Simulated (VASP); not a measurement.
# Sr (P6_3/mmc) in VASP: notebook

The runs below take Sr through relaxation of cell and atoms, with LDA.

Program: VASP 6.6.1. These are calculated values, not measurements. Logs are shortened: lines on timing, memory, paths and dates and some standing lists are left out, and cuts for length are marked.

### Step 1. The cell of the first run

The structure is hexagonal, space group P6_3/mmc (No. 194). The conventional cell has a = 3.622 Å, b = 3.622 Å, c = 5.982 Å, α = 90.00°, β = 90.00°, γ = 120.00°. Sr (site symmetry -6m2) has 12 Sr at 3.62 to 3.65 Å within 4.8 Å.

This isn't the form of Sr at room conditions, which is fcc.

### Step 2. Relaxation of cell and atoms, LDA, target pressure 8.1 GPa, at which the enthalpy is minimised

Contents of INCAR:

```
SYSTEM = Sr
ALGO     = Normal         ! electronic algorithm
EDIFF    = 1E-6           ! SCF threshold, eV
EDIFFG   = -0.005         ! ionic threshold
ENCUT    = 600            ! plane-wave cutoff, eV
IBRION   = 2              ! ionic algorithm
ISIF     = 3              ! what is computed and relaxed
ISMEAR   = -1             ! smearing method
LASPH    = .True.         ! aspherical terms in the spheres
LCHARG   = .False.        ! write CHGCAR
LREAL    = .False.        ! projectors in reciprocal space
LWAVE    = .False.        ! write WAVECAR
NELM     = 80             ! most SCF steps
NSW      = 32             ! ionic steps
PREC     = Accurate       ! precision mode
PSTRESS  = 81.0         
SIGMA    = 0.1            ! smearing width, eV
```

Contents of KPOINTS:

```
k-points
0
Gamma
  12 12 7
  0 0 0
```

Contents of POSCAR:

```
Sr
1.0
    3.6217398119      0.0000000000      0.0000000000
   -1.8108699059      3.1365186830      0.0000000000
    0.0000000000      0.0000000000      5.9817902152
Sr
2
Direct
    0.3333333333      0.6666666667      0.2500000000
    0.6666666667      0.3333333333      0.7500000000
```

Potentials or basis: VASP PAW LDA potentials, release 64 (Sr_sv).

Started as:

```sh
$ cat potpaw_LDA.64/Sr_sv/POTCAR > POTCAR
$ mpirun -np 1 vasp_std > vasp.out
```

OUTCAR:

```text
SYSTEM = Sr
   EDIFF = 1E-6
   EDIFFG = -0.005
   ENCUT = 600
   IBRION = 2
   ISIF = 3
   ISMEAR = -1
   LASPH = .True.
   LREAL = .False.
   NELM = 80
   NSW = 32
   PREC = Accurate
   PSTRESS = 81.0

 ion  position               nearest neighbor table
   1  0.333  0.667  0.250-   2 3.65   2 3.65   2 3.65   2 3.65   2 3.65   2 3.65
   2  0.667  0.333  0.750-   1 3.65   1 3.65   1 3.65   1 3.65   1 3.65   1 3.65

  LATTYP: Found a hexagonal cell.
 ALAT       =     3.6217398119
 C/A-ratio  =     1.6516344425

  Lattice vectors:

 A1 = (   3.6217398119,   0.0000000000,   0.0000000000)
 A2 = (  -1.8108699059,   3.1365186830,   0.0000000000)
 A3 = (   0.0000000000,   0.0000000000,   5.9817902152)

Analysis of symmetry for initial positions (statically):
=====================================================================
 Subroutine PRICEL returns:
 Original cell was already a primitive cell.

 Routine SETGRP: Setting up the symmetry group for a
 hexagonal supercell.

 Subroutine GETGRP returns: Found 24 space group operations
 (whereof 12 operations were pure point group operations)
 out of a pool of 24 trial point group operations.

The static configuration has the point symmetry D_3d.
 The point group associated with its full space group is D_6h.

Analysis of symmetry for dynamics (positions and initial velocities):
=====================================================================
 Subroutine PRICEL returns:
 Original cell was already a primitive cell.

 Routine SETGRP: Setting up the symmetry group for a
 hexagonal supercell.

 Subroutine GETGRP returns: Found 24 space group operations
 (whereof 12 operations were pure point group operations)
 out of a pool of 24 trial point group operations.

The dynamic configuration has the point symmetry D_3d.
 The point group associated with its full space group is D_6h.

 Subroutine INISYM returns: Found 24 space group operations
 (whereof 12 operations are pure point group operations),
 and found     1 'primitive' translations

----------------------------------------------------------------------------------------

                                     Primitive cell

  volume of cell :      67.9511

  direct lattice vectors                    reciprocal lattice vectors
     3.621739812  0.000000000  0.000000000     0.276110392  0.159412409  0.000000000
    -1.810869906  3.136518683  0.000000000     0.000000000  0.318824819  0.000000000
     0.000000000  0.000000000  5.981790215     0.000000000  0.000000000  0.167174034

[... 154 lines left out ...]
 -----------------------------------------------------------------------------------
     -0.00000      2.09101      1.49545        -0.000000      0.000000      0.000000
      1.81087      1.04551      4.48634         0.000000     -0.000000      0.000000
 -----------------------------------------------------------------------------------
    total drift:                               -0.000000      0.000000     -0.000000

  FREE ENERGIE OF THE ION-ELECTRON SYSTEM (eV)
  ---------------------------------------------------
  free  energy   TOTEN  =        -3.2273201908 eV

  energy  without entropy=       -3.1581705193  energy(sigma->0) =       -3.19274536

  enthalpy is  TOTEN    =         0.2080278316 eV   P V=        3.4353480224

--------------------------------------- Ionic step        2  -------------------------------------------

 number of electron      20.0000000 magnetization

 Free energy of the ion-electron system (eV)
  ---------------------------------------------------
  ext. energy  EPLUGINS =         0.00000000
  ---------------------------------------------------
  free energy    TOTEN  =        -3.23202917 eV

  energy without entropy =       -3.16278395  energy(sigma->0) =       -3.19740656

 E-fermi :   3.2475     XC(G=0):  -9.2227

 val. band max:        3.2418544172   @ k =   0.4167   0.0833   0.1429
 cond. band min:       3.2721924328   @ k =   0.2500   0.1667   0.0000
 fundamental gap:      0.0303380156
 Fermi energy:         3.2475176095

 k-point     1 :       0.0000    0.0000    0.0000
  band No.  band energies     occupation
      1     -32.3183      2.00000
      2     -32.2034      2.00000
      3     -14.9552      2.00000
      4     -14.1250      2.00000
      5     -14.1250      2.00000
      6     -14.0142      2.00000
      7     -14.0129      2.00000
      8     -14.0129      2.00000
      9      -0.8294      2.00000
     10       1.8765      2.00000
     11       4.6635      0.00000
     12       5.9774      0.00000
     13       6.0734      0.00000
     14       6.0734      0.00000
[... 377 lines left out ...]
      1     -32.2288      2.00000
      2     -32.1692      2.00000
      3     -14.7719      2.00000
      4     -14.6312      2.00000
      5     -14.5554      2.00000
      6     -14.2816      2.00000
      7     -14.1362      2.00000
      8     -14.1147      2.00000
      9       1.3381      2.00000
     10       2.9180      1.92856
     11       3.3643      0.47464
     12       4.2887      0.00006
     13       5.3715      0.00000
     14       5.7649      0.00000

 [... further k-points ...]

------------------------ aborting loop because EDIFF is reached ----------------------------------------

  FORCE on cell =-STRESS in cart. coord.  units (eV):
  Direction    XX          YY          ZZ          XY          YZ          ZX
  --------------------------------------------------------------------------------------
  -------------------------------------------------------------------------------------
  Total        3.4427282      3.4427282      3.4357998      0.0000000      0.0000000      0.0000000
  in kB       81.0632748     81.0632748     80.9001371      0.0000000      0.0000000      0.0000000
  external PRESSURE =       0.0088955 kB  Pullay stress =      81.0000000 kB

 VOLUME and BASIS-vectors are now :
 -----------------------------------------------------------------------------
  energy-cutoff  :      600.00
  volume of cell :       68.04
      direct lattice vectors                 reciprocal lattice vectors
     3.623834717  0.000000000  0.000000000     0.275950775  0.159320254 -0.000000000
    -1.811917359  3.138332924  0.000000000    -0.000000000  0.318640509 -0.000000000
    -0.000000000  0.000000000  5.983038304     0.000000000 -0.000000000  0.167139161

 POSITION                                       TOTAL-FORCE (eV/Angst)
 -----------------------------------------------------------------------------------
     -0.00000      2.09222      1.49576        -0.000000     -0.000000      0.000000
      1.81192      1.04611      4.48728         0.000000      0.000000     -0.000000
 -----------------------------------------------------------------------------------
    total drift:                               -0.000000      0.000000     -0.000000

  FREE ENERGIE OF THE ION-ELECTRON SYSTEM (eV)
  ---------------------------------------------------
  free  energy   TOTEN  =        -3.2320291722 eV

  energy  without entropy=       -3.1627839520  energy(sigma->0) =       -3.19740656

  enthalpy is  TOTEN    =         0.2080117910 eV   P V=        3.4400409632

 reached required accuracy - stopping structural energy minimisation
```

OSZICAR:

```text
N       E                     dE             d eps       ncg     rms          rms(c)
DAV:   1     0.117255032533E+03    0.11726E+03   -0.10964E+04  2128   0.144E+03
DAV:   2     0.491971693678E+01   -0.11234E+03   -0.11078E+03  2702   0.290E+02
DAV:   3    -0.296775363885E+01   -0.78875E+01   -0.78152E+01  3800   0.595E+01
DAV:   4    -0.327804363485E+01   -0.31029E+00   -0.31018E+00  2782   0.841E+00
DAV:   5    -0.328149406545E+01   -0.34504E-02   -0.34503E-02  3276   0.899E-01    0.210E+01
DAV:   6    -0.324535731967E+01    0.36137E-01   -0.19832E-02  3438   0.112E+00    0.123E+01
DAV:   7    -0.322695829115E+01    0.18399E-01   -0.41872E-02  3700   0.148E+00    0.221E-01
DAV:   8    -0.322729302361E+01   -0.33473E-03   -0.10325E-03  2638   0.254E-01    0.141E-01
DAV:   9    -0.322732260249E+01   -0.29579E-04   -0.84102E-05  2782   0.936E-02    0.492E-02
DAV:  10    -0.322732030566E+01    0.22968E-05   -0.60818E-06  3190   0.137E-02    0.187E-02
DAV:  11    -0.322732019080E+01    0.11486E-06   -0.47291E-07  1666   0.453E-03
   1 F= 0.20802783E+00 E0= 0.24260267E+00  d E =0.208028E+00
       N       E                     dE             d eps       ncg     rms          rms(c)
DAV:   1    -0.323227786830E+01   -0.49576E-02   -0.65292E-03  2560   0.686E-01    0.137E-01
DAV:   2    -0.323208565133E+01    0.19222E-03   -0.59257E-04  2664   0.207E-01    0.505E-02
DAV:   3    -0.323201766011E+01    0.67991E-04   -0.21883E-04  3670   0.927E-02    0.386E-02
DAV:   4    -0.323202479726E+01   -0.71371E-05   -0.19854E-05  2954   0.172E-02    0.175E-02
DAV:   5    -0.323202876174E+01   -0.39645E-05   -0.28021E-05  3436   0.298E-02    0.758E-03
DAV:   6    -0.323202917216E+01   -0.41042E-06   -0.10214E-06  1592   0.819E-03
   2 F= 0.20801179E+00 E0= 0.24263440E+00  d E =-.160406E-04
```

CONTCAR:

```text
Sr
   1.00000000000000
     3.6238347171714786    0.0000000000048176    0.0000000000000000
    -1.8119173585315382    3.1383329241807321    0.0000000000000000
    -0.0000000000000000    0.0000000000000000    5.9830383041722301
  Sr
     2
Direct
     0.3333333332999970    0.6666666667000030    0.2500000000000000
     0.6666666667000030    0.3333333332999970    0.7500000000000000

  0.00000000E+00  0.00000000E+00  0.00000000E+00
  0.00000000E+00  0.00000000E+00  0.00000000E+00
```

Wall time 52 s (1 thread of AMD EPYC 9R45 (Zen 5), shared host); peak memory 0.19 GiB.

Results:

```yaml
Free_energy: -3.2320 eV
Relaxed_volume: 34.02 Å³/atom
Relaxed_cell: a = 3.624 Å, b = 3.624 Å, c = 5.983 Å, α = 90.00°, β = 90.00°, γ = 120.00°
Space_group_after_relaxing_to_0.1_Å: P6_3/mmc (No. 194)
Energy_change_on_relaxing_the_run_minimises_the_enthalpy: -2.4 meV/atom
Ionic_steps: 2
Pressure_after_relaxing: 8.1 GPa
Band_gap_on_the_k_mesh: zero (bands 10 and 11 overlap by 0.63 eV)
```

Step by step:
```csv
step,energy change (eV),largest force (eV/Å),pressure (GPa),volume (Å³)
1,0.0000,0.0000,8.14,67.95
2,-0.0047,0.0000,8.10,68.04
```

Final structure:
```cif
data_structure
_symmetry_space_group_name_H-M 'P 1'
_symmetry_Int_Tables_number 1
_cell_length_a 3.6238
_cell_length_b 3.6238
_cell_length_c 5.9830
_cell_angle_alpha 90.000
_cell_angle_beta 90.000
_cell_angle_gamma 120.000
_cell_volume 68.04
loop_
_atom_site_label
_atom_site_type_symbol
_atom_site_fract_x
_atom_site_fract_y
_atom_site_fract_z
_atom_site_occupancy
Sr1 Sr 0.33333 0.66667 0.25000 1
Sr2 Sr 0.66667 0.33333 0.75000 1
```

Levels at points of the mesh, in eV from the Fermi level:
```
           k point  band 7  band 8  band 9  band 10  band 11  band 12  band 13  band 14
(0.00, 0.00, 0.00)  -17.26  -17.26   -4.08    -1.37     1.42     2.73     2.83     2.83
(0.50, 0.00, 0.00)  -17.47  -17.39   -0.98    -0.64    -0.35     0.90     2.08     2.68
```

Caveat: the cell is relaxed towards a set pressure, so the run minimises the enthalpy, not the energy.

### Step 3. Relaxation of cell and atoms, LDA, target pressure 8.1 GPa, at which the enthalpy is minimised

This run uses another cell than the first one, of 34.30 Å³/atom.

Contents of INCAR:

```
SYSTEM = Sr
PREC     = Accurate       ! precision mode
ENCUT    = 600            ! plane-wave cutoff, eV
EDIFF    = 1E-6           ! SCF threshold, eV
ISMEAR   = -1             ! smearing method
SIGMA    = 0.1            ! smearing width, eV
LREAL    = .FALSE.        ! projectors in reciprocal space
LASPH    = .TRUE.         ! aspherical terms in the spheres
NELM     = 100            ! most SCF steps
ALGO     = Normal         ! electronic algorithm
ISIF     = 3              ! what is computed and relaxed
LWAVE    = .FALSE.        ! write WAVECAR
LCHARG   = .FALSE.        ! write CHGCAR
GGA      = CA             ! functional
IBRION   = 2              ! ionic algorithm
NSW      = 60             ! ionic steps
EDIFFG   = -0.005         ! ionic threshold
PSTRESS  = 81.0
```

Contents of KPOINTS:

```
regular mesh
0
G
  12 12 7
  0 0 0
```

Contents of POSCAR:

```
Sr
1.0
    3.6565774358      0.0000000000      0.0000000000
   -1.8282887179      3.1666889503      0.0000000000
    0.0000000000      0.0000000000      5.9236554459
Sr
2
Direct
    0.3333333333      0.6666666667      0.2500000000
    0.6666666667      0.3333333333      0.7500000000
```

Potentials or basis: VASP PAW LDA potentials, release 64 (Sr_sv).

Started as:

```sh
$ cat potpaw_LDA.64/Sr_sv/POTCAR > POTCAR
$ mpirun -np 1 vasp_std > vasp.out
```

Run time: 2.5 min. Hardware: 1 thread of AMD EPYC 9R45 (Zen 5), shared host; peak memory 0.2 GiB.

The run converged. Its results:

* Free energy: -3.2301 eV
* Relaxed volume: 34.00 Å³/atom
* Relaxed cell: a = 3.623 Å, b = 3.623 Å, c = 5.983 Å, α = 90.00°, β = 90.00°, γ = 120.00°
* Space group after relaxing (to 0.1 Å): P6_3/mmc (No. 194)
* Energy change on relaxing (the run minimises the enthalpy): +13.4 meV/atom
* Ionic steps: 8
* Pressure after relaxing: 8.1 GPa
* Band gap on the k mesh: zero (bands 10 and 11 overlap by 0.64 eV)

Step by step:
```
step  energy change (eV)  largest force (eV/Å)  pressure (GPa)  volume (Å³)
   1              0.0000                0.0000            7.81        68.59
   2              0.0289                0.0000            8.13        67.97
   3              0.0413                0.0000            8.25        67.72
   4              0.0428                0.0000            8.25        67.69
   5              0.0457                0.0000            8.30        67.64
   6              0.0440                0.0000            8.28        67.67
   7              0.0292                0.0000            8.14        67.96
   8              0.0267                0.0000            8.11        68.00
```

Final structure:
```xyz
2
Lattice="3.6229 0.0000 0.0000 -1.8114 3.1375 0.0000 0.0000 0.0000 5.9827" Properties=species:S:1:pos:R:3 pbc="T T T"
Sr    0.0000    2.0917    1.4957
Sr    1.8114    1.0458    4.4870
```

Levels at points of the mesh, in eV from the Fermi level:
| k point | band 8 | band 9 | band 10 | band 11 | band 12 | band 13 |
| --- | --- | --- | --- | --- | --- | --- |
| (0.00, 0.00, 0.00) | -17.26 | -4.08 | -1.37 | 1.42 | 2.73 | 2.83 |
| (0.50, 0.00, 0.00) | -17.38 | -0.98 | -0.65 | -0.35 | 0.90 | 2.08 |

Caveat: the cell is relaxed towards a set pressure, so the run minimises the enthalpy, not the energy.
